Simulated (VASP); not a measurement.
The system is Hf2WS2.

```
Hf W S
1.0
     4.17509    0.00000    0.00000
    -2.08755    3.61574    0.00000
     0.00000    0.00000    6.80363
Hf W S
2 1 2
Cartesian
  0.0000 0.0000 1.2971
  0.0000 0.0000 5.5065
  0.0000 0.0000 3.4018
  0.0000 2.4105 0.2561
  2.0875 1.2052 6.5475
```

The cell was generated, and may not be a known phase.

| Item | Value |
| --- | --- |
| Program | VASP 6.6.1 |
| Task | relaxation of cell and atoms |
| Functional | PBE |
| Potentials or basis | VASP PAW PBE potentials, release 64 (Hf_pv, W_sv, S) |
| Cutoff | 600 eV |
| k mesh | 6 × 6 × 4 |
| Occupations | gaussian, width 0.1 eV |
| Spin | no spin polarisation |

At the start: pressure 28.0 GPa; volume 20.54 Å³/atom.

Task: How do energy, volume and symmetry change on relaxing?

Result: Over 38 steps the energy falls by 1813.8 meV/atom and the volume is 21.32 Å³/atom (+3.8 %); space group P-3m1 (No. 164, to 0.1 Å) before and after.

The path:
```
step  energy change (eV)  largest force (eV/Å)  pressure (GPa)  volume (Å³)
   1              0.0000                7.2807           27.98       102.71
   2             -0.4068                2.2006           -8.27       158.63
   3             -1.0390                2.0942           -7.83       149.43
   4             -1.6187                2.0300           -7.06       141.64
   5             -3.0575                2.6950           -0.73       121.85
   6             -2.9021                1.7108            8.46       112.20
   7             -3.1342                2.5689            1.57       118.81
   8             -3.1423                2.4569            2.42       117.82
   9             -3.6443                2.2640           -3.90       124.89
  10             -3.7240                2.5582           -7.37       131.03
  11             -4.1320                2.5648           -6.41       128.97
  12             -5.2779                2.0089           -2.14       122.85
  13             -5.5073                3.0250           16.15       110.93
  14             -5.9153                1.1791            4.08       117.30
  15             -5.9528                1.5488            6.72       115.57
  16             -6.1632                1.1538            7.36       115.22
  17             -6.4422                1.8812           10.78       114.00
  18             -6.7586                1.7979            7.56       116.46
  19             -7.2665                2.1110            0.01       123.89
  20             -7.3255                2.4264           -2.44       127.03
  21             -7.4951                2.2972           -2.84       126.82
  22             -7.9614                1.7145           -4.24       126.11
  23             -8.4759                0.8745           -7.44       124.35
  24             -8.7294                0.7776           -5.12       119.00
  25             -8.8995                0.7689           -1.47       112.44
  26             -8.9184                0.9947            0.42       109.62
  27             -8.9833                0.4439            0.36       109.19
  28             -9.0262                0.2934            0.68       108.50
  29             -9.0273                0.4387            0.82       108.35
  30             -9.0427                0.2821           -0.49       109.00
  31             -9.0452                0.1755           -1.24       109.38
  32             -9.0561                0.0906           -0.82       108.45
  33             -9.0634                0.1745           -0.17       107.06
  34             -9.0636                0.2099           -0.02       106.82
  35             -9.0671                0.0870            0.42       106.38
  36             -9.0675                0.0390            0.61       106.21
  37             -9.0683                0.0237           -0.19       106.84
  38             -9.0688                0.0037            0.10       106.60
```

Final structure:
```
CELL_PARAMETERS angstrom
3.30066 0.00000 0.00000
-1.65033 2.85846 0.00000
0.00000 0.00000 11.29865
ATOMIC_POSITIONS crystal
Hf 0.00000 0.00000 0.26771
Hf 0.00000 0.00000 0.73229
W 0.00000 0.00000 0.50000
S 0.33333 0.66667 0.13153
S 0.66667 0.33333 0.86847
```

Caveat: a cell axis changed by over 15 % at a fixed basis, so the end point is rough; this functional lacks dispersion, which binds layers or chains, so the pressure and a relaxed spacing across them are unreliable.
